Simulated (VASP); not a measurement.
# Sb (P6_3/mmc) in VASP: a series of runs

The runs below take Sb through electric field gradients, elastic constants, vibrations by perturbation theory, with PBE, PBEsol.

All numbers are computed with VASP 6.6.1; they aren't measurements. Logs are shortened: lines on timing, memory, paths and dates and some standing lists are left out, and cuts for length are marked.

## (1) The cell of the first run

It takes space group P6_3/mmc (No. 194, hexagonal). The conventional cell has a = 3.355 Å, b = 3.355 Å, c = 5.470 Å, α = 90.00°, β = 90.00°, γ = 120.00°. Sb (site symmetry -6m2) has 12 Sb at 3.35 Å within 4.4 Å.

## (2) Electric field gradients, PBE

INCAR reads:

```
SYSTEM = Sb
PREC = Accurate
ENCUT = 520
EDIFF = 1E-8
ISMEAR = -1
SIGMA = 0.05
LREAL = .False.
LASPH = .True.
NELM = 100
ALGO = Normal
ISIF = 2
LWAVE = .False.
LCHARG = .False.
GGA = PE
LEFG = .True.
NBANDS = 12
```

KPOINTS reads:

```
regular mesh
0
Gamma
  9 9 5
  0 0 0
```

POSCAR reads:

```
Sb
1.0
    3.3545324186      0.0000000000      0.0000000000
   -1.6772662093      2.9051102923      0.0000000000
    0.0000000000      0.0000000000      5.4701606500
Sb
2
Direct
    0.6666666667      0.3333333333      0.7500000000
    0.3333333333      0.6666666667      0.2500000000
```

Potentials or basis: VASP PAW PBE potentials, release 64 (Sb).

Started as:

```console
$ cat potpaw_PBE.64/Sb/POTCAR > POTCAR
$ mpirun -np 1 vasp_std > vasp.out
```

OUTCAR:

```text
SYSTEM = Sb
   PREC = Accurate
   ENCUT = 520
   EDIFF = 1E-8
   ISMEAR = -1
   LREAL = .False.
   LASPH = .True.
   NELM = 100
   ISIF = 2
   GGA = PE

 ion  position               nearest neighbor table
   1  0.667  0.333  0.750-   2 3.35   2 3.35   2 3.35   2 3.35   2 3.35   2 3.35
   2  0.333  0.667  0.250-   1 3.35   1 3.35   1 3.35   1 3.35   1 3.35   1 3.35

  LATTYP: Found a hexagonal cell.
 ALAT       =     3.3545324186
 C/A-ratio  =     1.6306775334

  Lattice vectors:

 A1 = (   3.3545324186,   0.0000000000,   0.0000000000)
 A2 = (  -1.6772662093,   2.9051102923,   0.0000000000)
 A3 = (   0.0000000000,   0.0000000000,   5.4701606500)

Analysis of symmetry for initial positions (statically):
=====================================================================
 Subroutine PRICEL returns:
 Original cell was already a primitive cell.

 Routine SETGRP: Setting up the symmetry group for a
 hexagonal supercell.

 Subroutine GETGRP returns: Found 24 space group operations
 (whereof 12 operations were pure point group operations)
 out of a pool of 24 trial point group operations.

The static configuration has the point symmetry D_3d.
 The point group associated with its full space group is D_6h.

Analysis of symmetry for dynamics (positions and initial velocities):
=====================================================================
 Subroutine PRICEL returns:
 Original cell was already a primitive cell.

 Routine SETGRP: Setting up the symmetry group for a
 hexagonal supercell.

 Subroutine GETGRP returns: Found 24 space group operations
 (whereof 12 operations were pure point group operations)
 out of a pool of 24 trial point group operations.

The dynamic configuration has the point symmetry D_3d.
 The point group associated with its full space group is D_6h.

 Subroutine INISYM returns: Found 24 space group operations
 (whereof 12 operations are pure point group operations),
 and found     1 'primitive' translations

----------------------------------------------------------------------------------------

                                     Primitive cell

  volume of cell :      53.3083

  direct lattice vectors                    reciprocal lattice vectors
[... 131 lines left out ...]
  free energy    TOTEN  =        -7.72763037 eV

  energy without entropy =       -7.71563403  energy(sigma->0) =       -7.72163220

 E-fermi :   8.5629     XC(G=0): -10.2773

 val. band max:        8.5390425162   @ k =   0.4444   0.1111   0.0000
 cond. band min:       8.5822556973   @ k =   0.2222   0.0000   0.4000
 fundamental gap:      0.0432131811
 Fermi energy:         8.5628820816

 k-point     1 :       0.0000    0.0000    0.0000
  band No.  band energies     occupation
      1      -4.3487      2.00000
      2      -0.5206      2.00000
      3       2.7747      2.00000
      4      12.2627      0.00000
      5      12.2627      0.00000
      6      13.9097      0.00000
      7      13.9097      0.00000
      8      14.1551      0.00000
      9      16.3787      0.00000
     10      17.6053      0.00000
     11      18.6192      0.00000
     12      18.6192      0.00000
[... 331 lines left out ...]
 k-point    24 :       0.3333    0.3333    0.2000
  band No.  band energies     occupation
      1       0.5856      2.00000
      2       0.5856      2.00000
      3       4.3616      2.00000
      4       5.3967      2.00000
      5       5.3967      2.00000
      6       6.9841      2.00000
      7       9.3509      0.00000
      8       9.3509      0.00000
      9      13.1691      0.00000
     10      19.0599      0.00000
     11      19.0599      0.00000
     12      20.8595      0.00000

 [... further k-points ...]
[... 5 lines left out ...]
  --------------------------------------------------------------------------------------
  -------------------------------------------------------------------------------------
  Total        0.4772438      0.4772438      0.3837442      0.0000000     -0.0000000      0.0000000
  in kB       14.3435353     14.3435353     11.5334093      0.0000000     -0.0000000      0.0000000
  external PRESSURE =      13.4068267 kB  Pullay stress =       0.0000000 kB

 VOLUME and BASIS-vectors are now :
 -----------------------------------------------------------------------------
  energy-cutoff  :      520.00
  volume of cell :       53.31
      direct lattice vectors                 reciprocal lattice vectors
     3.354532419  0.000000000  0.000000000     0.298104139  0.172110505  0.000000000
    -1.677266209  2.905110292  0.000000000     0.000000000  0.344221010  0.000000000
     0.000000000  0.000000000  5.470160650     0.000000000  0.000000000  0.182809987

 POSITION                                       TOTAL-FORCE (eV/Angst)
 -----------------------------------------------------------------------------------
      1.67727      0.96837      4.10262         0.000000     -0.000000      0.000000
     -0.00000      1.93674      1.36754        -0.000000      0.000000      0.000000
 -----------------------------------------------------------------------------------
    total drift:                                0.000000     -0.000000      0.000000

  FREE ENERGIE OF THE ION-ELECTRON SYSTEM (eV)
  ---------------------------------------------------
  free  energy   TOTEN  =        -7.7276303650 eV

  energy  without entropy=       -7.7156340260  energy(sigma->0) =       -7.72163220

 Electric field gradients (V/A^2)
---------------------------------------------------------------------
 ion       V_xx      V_yy      V_zz      V_xy      V_xz      V_yz
---------------------------------------------------------------------
   1      -9.816    -9.816    19.632    -0.000    -0.000     0.000
   2      -9.816    -9.816    19.632    -0.000     0.000    -0.000
---------------------------------------------------------------------

 Electric field gradients after diagonalization (V/A^2)
 (convention: |V_zz| > |V_xx| > |V_yy|)
----------------------------------------------------------------------
 ion       V_xx      V_yy      V_zz     asymmetry (V_yy - V_xx)/ V_zz
----------------------------------------------------------------------
   1      -9.816    -9.816    19.632       0.000
   2      -9.816    -9.816    19.632       0.000
----------------------------------------------------------------------

           NMR quadrupolar parameters

 Cq : quadrupolar parameter    Cq=e*Q*V_zz/h
 eta: asymmetry parameters     (V_yy - V_xx)/ V_zz
 Q  : nuclear electric quadrupole moment in mb (millibarn)
----------------------------------------------------------------------
 ion       Cq(MHz)       eta       Q (mb)
----------------------------------------------------------------------
   1       0.047       0.000       1.000
   2       0.047       0.000       1.000
----------------------------------------------------------------------
```

Wall time 40 s (1 thread of AMD EPYC, shared host); peak memory 0.15 GiB.

What came out:

| Item | Value |
| --- | --- |
| Free energy | -7.7276 eV |
| Pressure | 1.3 GPa |
| Band gap on the k mesh | zero (band 5 reaches 12.82 eV, above the bottom of band 6 at 5.89 eV) |

Stress tensor (GPa, compression positive):
```
1.43 0.00 0.00
0.00 1.43 0.00
0.00 0.00 1.15
```

Levels at points of the mesh, in eV from the Fermi level:
```csv
k point,band 1,band 2,band 3,band 4,band 5,band 6,band 7,band 8,band 9,band 10
"(0.00, 0.00, 0.00)",-12.91,-9.08,-5.79,3.70,3.70,5.35,5.35,5.59,7.82,9.04
```

Electric field gradients, principal values (V/Å²):
```csv
atom,least,middle,greatest (by size)
1 Sb,-9.816,-9.816,19.632
2 Sb,-9.816,-9.816,19.632
```

Caveat: without QUAD_EFG the Cq values of the log hold for a quadrupole moment of 1 mb, not for the nuclei; spin-orbit coupling is left out, which moves the levels of the heavy elements.

[end of part 1 of 2]
